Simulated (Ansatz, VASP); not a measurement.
## NaHF2: VASP beside Ansatz

Contents of INCAR:

```
ALGO = Normal ; EDIFF = 1E-7
ENCUT = 520 ; GGA = PS
ISIF = 2 ; ISMEAR = 0
IVDW = 12 ; LASPH = T
LCHARG = T ; LELF = T
LREAL = F ; LVHAR = T
LWAVE = F ; NBANDS = 19
NELM = 100 ; PREC = Accurate
SIGMA = 0.05
```

The input KPOINTS:

```
k-points
0
Gamma
  9 9 9
```

File POSCAR:

```
NaHF2
1.0
    1.5939000000      0.9202385941      3.9112000000
   -1.5939000000      0.9202385941      3.9112000000
    0.0000000000     -1.8404771881      3.9112000000
Na H F
1 1 2
Direct
    0.0000000000      0.0000000000      0.0000000000
    0.5000000000      0.5000000000      0.5000000000
    0.4168825606      0.4168825606      0.4168825606
    0.5831174394      0.5831174394      0.5831174394
```

Input for Ansatz:

```yaml
crystal:
  lattice:
    - [1.5939, 0.9202385941, 3.9112]
    - [-1.5939, 0.9202385941, 3.9112]
    - [0.0, -1.8404771881, 3.9112]
  atoms:
    - { symbol: Na, position: [0.0, 0.0, 0.0] }
    - { symbol: H, position: [0.5, 0.5, 0.5] }
    - { symbol: F, position: [0.4168825606, 0.4168825606, 0.4168825606] }
    - { symbol: F, position: [0.5831174394, 0.5831174394, 0.5831174394] }
basis:
  ecutwfc: 520.0
kpoints:
  mp_grid: { grid: [9, 9, 9] }
hamiltonian:
  xc: pbesol
  pseudopotentials: { kind: paw }
  dispersion: d3bj
scf:
  occupations: { method: gaussian, width: 0.05 }
output:
  forces: true
  stress: true
  eigenvalues: true
```

Alike in both runs: task single point; functional PBEsol; dispersion D3(BJ); k mesh 9 × 9 × 9; occupations gaussian, width 0.05 eV; no spin polarisation.

|  | VASP | Ansatz |
| --- | --- | --- |
| version | VASP 6.6.1 | Ansatz 0.2.0 |
| potentials or method | VASP PAW PBE potentials, release 64 (Na_pv, H, F), cutoff 520 eV | scalar-relativistic, plane waves, PAW |
| valence electrons in the cell | 22 | 24 |

Ansatz gave:

* gap on the k mesh at the Fermi level (eV): 7.59
* least direct gap on the mesh (eV): 7.59
* rms of the force components (eV/Å): 2.869

Q: What did VASP give for the same quantities?

A: gap on the k mesh at the Fermi level (eV): 7.58; least direct gap on the mesh (eV): 7.58; rms of the force components (eV/Å): 2.920.

VASP's potentials were made for PBE, not for PBEsol. Atom by atom the forces differ by 0.051 eV/Å (rms over components). VASP's potentials hold 22 valence electrons a cell and Ansatz's 24, so a difference there can come from the potentials and not from the codes.
